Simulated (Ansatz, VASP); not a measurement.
## Be2Te in VASP and in Ansatz

File INCAR:

```
ALGO = Fast
EDIFF = 1E-6
EDIFFG = -0.01
ENCUT = 600
GGA = PE
IBRION = 2
ISIF = 3
ISMEAR = 0
LASPH = True
LCHARG = False
LREAL = False
LWAVE = False
NELM = 60
NSW = 100
PREC = Accurate
SIGMA = 0.1
```

File KPOINTS:

```
k-points
0
Gamma
  14 14 14
```

The input POSCAR:

```
Be2Te
1.0
    0.0000000000      3.0294154343      3.0294154343
    3.0294154343      0.0000000000      3.0294154343
    3.0294154343      3.0294154343      0.0000000000
Be Te
2 1
Direct
    0.2500000000      0.2500000000      0.2500000000
    0.7500000000      0.7500000000      0.7500000000
    0.0000000000      0.0000000000      0.0000000000
```

Input for Ansatz:

```yaml
crystal:
  lattice:
    - [0.0, 3.0294154343, 3.0294154343]
    - [3.0294154343, 0.0, 3.0294154343]
    - [3.0294154343, 3.0294154343, 0.0]
  atoms:
    - { symbol: Be, position: [0.25, 0.25, 0.25] }
    - { symbol: Be, position: [0.75, 0.75, 0.75] }
    - { symbol: Te, position: [0.0, 0.0, 0.0] }
basis:
  ecutwfc: 420
kpoints:
  mp_grid: { grid: [14, 14, 14] }
hamiltonian:
  xc: pbe
scf:
  occupations: { method: gaussian, width: 0.1 }
output:
  forces: true
  stress: true
  eigenvalues: true
relax:
  adjacent_minimum: "off"
  f_tol: 0.01
  max_steps: 80
  cell: { stress_tol: 0.05 }
```

Alike in both runs: task relaxation of cell and atoms; functional PBE; k mesh 14 × 14 × 14; occupations gaussian, width 0.1 eV; no spin polarisation.

```csv
,VASP,Ansatz
version,VASP 6.6.1,Ansatz 0.2.0
potentials or method,"VASP PAW PBE potentials, release 64 (Be, Te), cutoff 600 eV","scalar-relativistic, plane waves, PAW"
valence electrons in the cell,10,20
```

VASP gave:

| Property | Result |
| --- | --- |
| gap on the k mesh at the Fermi level, each at its own relaxed structure (eV) | none |
| relaxed volume (Å³/atom) | 18.85 |
| relaxed cell length with the largest relative difference (Å) | 4.308 |

Problem. What did Ansatz give for the same quantities?

Solution. gap on the k mesh at the Fermi level, each at its own relaxed structure (eV): none; relaxed volume (Å³/atom): 18.80; relaxed cell length with the largest relative difference (Å): 4.304.

A gap of «none» marks a metal or a gap that the smearing closes. VASP's potentials hold 10 valence electrons a cell and Ansatz's 20, so a difference there can come from the potentials and not from the codes.

Neither program's run includes spin-orbit coupling.
